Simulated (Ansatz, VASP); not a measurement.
# Two plane-wave programs on ZnS

File POSCAR:

```
ZnS
1.0
    0.0000000000      2.6940858334      2.6940858334
    2.6940858334      0.0000000000      2.6940858334
    2.6940858334      2.6940858334      0.0000000000
Zn S
1 1
Direct
    0.0000000000      0.0000000000      0.0000000000
    0.2500000000      0.2500000000      0.2500000000
```

Contents of INCAR.step1:

```
PREC = Accurate ; ENCUT = 520
EDIFF = 1E-5 ; ISMEAR = 0
SIGMA = 0.01 ; LREAL = F
LASPH = T ; NELM = 100
ALGO = Normal ; ISIF = 2
LWAVE = T ; NBANDS = 16
GGA = PE
```

The input INCAR.step2:

```
PREC = Accurate ; ENCUT = 520
EDIFF = 1E-6 ; ISMEAR = 0
SIGMA = 0.01 ; LREAL = F
LASPH = T ; NELM = 100
ALGO = Normal ; ISIF = 2
LWAVE = F ; LCHARG = T
GGA = PE ; LHFCALC = T
HFSCREEN = 0.2079 ; PRECFOCK = Normal
LELF = T ; LVHAR = T
NBANDS = 16 ; ISTART = 1
```

The input KPOINTS:

```
regular mesh
0
Gamma
  6 6 6
```

Input for Ansatz:

```yaml
crystal:
  lattice:
    - [0.0, 2.6940858334, 2.6940858334]
    - [2.6940858334, 0.0, 2.6940858334]
    - [2.6940858334, 2.6940858334, 0.0]
  atoms:
    - { symbol: Zn, position: [0.0, 0.0, 0.0] }
    - { symbol: S, position: [0.25, 0.25, 0.25] }
kpoints:
  mp_grid: { grid: [6, 6, 6] }
  band_path:
    path:
      - [0.0, 0.0, 0.0]
      - [-0.5, -0.5, 0.0]
      - [-0.375, -0.375, 0.25]
      - [-0.375, 0.0, 0.375]
      - [0.0, 0.0, 0.5]
      - [-0.5, -0.25, 0.25]
    npoints: 1
hamiltonian:
  xc: hse06
scf:
  occupations: { method: fixed }
  n_extra_bands: 4
output:
  forces: true
  stress: true
  eigenvalues: true
```

Alike in both runs: task single point; functional HSE06; k mesh 6 × 6 × 6; no spin polarisation.

|  | VASP | Ansatz |
| --- | --- | --- |
| version | VASP 6.6.1 | Ansatz 0.2.0 |
| potentials or method | VASP PAW PBE potentials, release 64 (Zn, S) | plane waves, PAW |
| plane-wave cutoff (eV) | 520 | 420 |
| occupations | gaussian, width 0.01 eV | fixed |
| valence electrons in the cell | 18 | 18 |

|  | VASP | Ansatz | Ansatz less VASP |
| --- | --- | --- | --- |
| gap on the k mesh at the Fermi level (eV) | 3.37 | 3.38 | +0.011 |
| pressure (GPa) | 1.6 | 1.6 | +0.02 |

Ansatz's warnings: stress exchange threshold loose, stress scf threshold loose.
